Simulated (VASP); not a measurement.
Runs of VASP 6.6.1 on HfB2. The structure is that of space group P6/mmm (No. 191), or close to it. The cells are those of the table. 

```tsv
task	cell	cutoff (eV)	gap on the mesh (eV)	pressure (GPa)
single point	a = 3.109, b = 3.109, c = 3.437 Å, angles 90.0, 90.0, 120.0°, 3 atoms	520	none	9.7
relaxation of cell and atoms	relaxed to 5 GPa from a = 3.140, b = 3.140, c = 3.480 Å, angles 90.0, 90.0, 120.0°, 3 atoms	600	none	5.1
relaxation of cell and atoms	relaxed to 10 GPa from a = 3.140, b = 3.140, c = 3.480 Å, angles 90.0, 90.0, 120.0°, 3 atoms	600	none	10.1
single point	a = 3.126, b = 3.126, c = 3.461 Å, angles 90.0, 90.0, 120.0°, 3 atoms	520	none	4.7
single point	a = 3.137, b = 3.137, c = 3.477 Å, angles 90.0, 90.0, 120.0°, 3 atoms	520	none	1.6
single point	a = 3.153, b = 3.153, c = 3.499 Å, angles 90.0, 90.0, 120.0°, 3 atoms	520	none	(a)
relaxation of cell and atoms	relaxed to 2 GPa from a = 3.140, b = 3.140, c = 3.480 Å, angles 90.0, 90.0, 120.0°, 3 atoms	600	none	2.0
relaxation of cell and atoms	relaxed to -2 GPa from a = 3.140, b = 3.140, c = 3.480 Å, angles 90.0, 90.0, 120.0°, 3 atoms	600	none	-2.0
```

Alike in all rows: level PBE; potentials or basis VASP PAW PBE potentials, release 64 (Hf_pv, B); no spin polarisation; k mesh 12 × 12 × 10; smearing methfessel-paxton 0.1 eV.

Problem. Fill in the values left out.

Solution. (a) -2.4.

Caveats: spin-orbit coupling is left out, which moves the levels of the heavy elements; the cell is relaxed towards a set pressure, so the run minimises the enthalpy, not the energy (at least some runs); the cell stands under pressure (at least some runs).

A k mesh can miss the band edges, and the runs leave out spin-orbit coupling on Hf.

A gap of «none» marks levels without a gap at the run's occupations.
